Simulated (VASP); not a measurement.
Write the native input for VASP 6.6.1 that does the following.

| Quantity | Value |
| --- | --- |
| Task | single point |
| Functional | PBEsol |
| Potentials or basis | VASP PAW PBE potentials, release 64 (Cu, I) |
| Cutoff | 520 eV |
| k mesh | 8 × 8 × 8 |
| Occupations | gaussian, width 0.02 eV |
| Spin | no spin polarisation |
| Dipole correction | no |
| Further INCAR settings | ALGO = Normal; EDIFF = 1e-07; NBANDS = 16 |

The structure of CuI lies in POSCAR:

```
CuI
1.0
    0.0000000000     -2.9695839626     -2.9695839626
   -2.9695839626     -2.9695839626      0.0000000000
   -2.9695839626      0.0000000000     -2.9695839626
Cu I
1 1
Direct
    0.0000000000      0.0000000000      0.0000000000
    0.7500000000      0.7500000000      0.7500000000
```

These files were run (other wordings do the same):

INCAR

```
ALGO     = Normal         # electronic algorithm
EDIFF    = 1E-7           # SCF threshold, eV
ENCUT    = 520            # plane-wave cutoff, eV
GGA      = PS             # functional
ISIF     = 2              # what is computed and relaxed
ISMEAR   = 0              # smearing method
LASPH    = True           # aspherical terms in the spheres
LCHARG   = False          # write CHGCAR
LREAL    = False          # projectors in reciprocal space
LWAVE    = False          # write WAVECAR
NBANDS   = 16             # bands
NELM     = 60             # most SCF steps
PREC     = Accurate       # precision mode
SIGMA    = 0.02           # smearing width, eV
```

KPOINTS

```
k-points
0
Gamma
  8 8 8
```

Potentials or basis: VASP PAW PBE potentials, release 64 (Cu, I).

The run is started by

```console
$ cat potpaw_PBE.64/Cu/POTCAR potpaw_PBE.64/I/POTCAR > POTCAR
$ mpirun -np 1 vasp_std > vasp.out
```

Results of the run:

| Property | Result |
| --- | --- |
| Pressure | 0.1 GPa |
| Band gap on the k mesh | 1.20 eV, direct |

Caveat: the PAW data sets were made with another functional, which shifts forces and pressure a little; spin-orbit coupling is left out, which moves the levels of the heavy elements.

It took 18 s on 1 thread of AMD EPYC 9R45 96-Core Processor (Zen 5), with other jobs on the host, peak memory 0.16 GiB.
